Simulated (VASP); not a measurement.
Input of a VASP 6.6.1 run:

File INCAR:

```
PREC     = Accurate       # precision mode
ENCUT    = 600            # plane-wave cutoff, eV
EDIFF    = 1E-7           # SCF threshold, eV
ISMEAR   = 0              # smearing method
SIGMA    = 0.01           # smearing width, eV
LREAL    = False          # projectors in reciprocal space
LASPH    = True           # aspherical terms in the spheres
NELM     = 60             # most SCF steps
ALGO     = Normal         # electronic algorithm
ISIF     = 3              # what is computed and relaxed
LWAVE    = False          # write WAVECAR
LCHARG   = False          # write CHGCAR
GGA      = PE             # functional
IBRION   = 2              # ionic algorithm
NSW      = 100            # ionic steps
EDIFFG   = -0.01          # ionic threshold
```

Contents of KPOINTS:

```
Automatic mesh
0
Gamma
  10 10 10
```

The input POSCAR:

```
Si
1.0
   -3.3254442900      3.3254442900      1.9223856600
    3.3254442900     -3.3254442900      1.9223856600
    3.3254442900      3.3254442900     -1.9223856600
Si
4
Direct
    0.1788010600      0.1788010600      0.3576021200
    0.8211989400      0.8211989400      0.6423978800
    0.1788010600      0.8211989400      0.0000000000
    0.8211989400      0.1788010600      0.0000000000
```

Potentials or basis: VASP PAW PBE potentials, release 64 (Si).

Command:

```sh
$ cat potpaw_PBE.64/Si/POTCAR > POTCAR
$ mpirun -np 1 vasp_std > vasp.out
```

**Question.** Estimate the band gap on the k mesh.

**Answer.** 0.41 eV (least direct gap 0.44 eV).

**Question.** What does it give for the relaxed volume?

**Answer.** 21.59 Å³/atom.

**Question.** Predict the space group after relaxing (to 0.1 Å).

**Answer.** I4/mmm (No. 139).

Forces on the atoms (eV/Å):
```
Si  -0.002 -0.002  0.000
Si   0.002  0.002  0.000
Si   0.002 -0.002  0.000
Si  -0.002  0.002  0.000
```

A k mesh can miss the band edges.
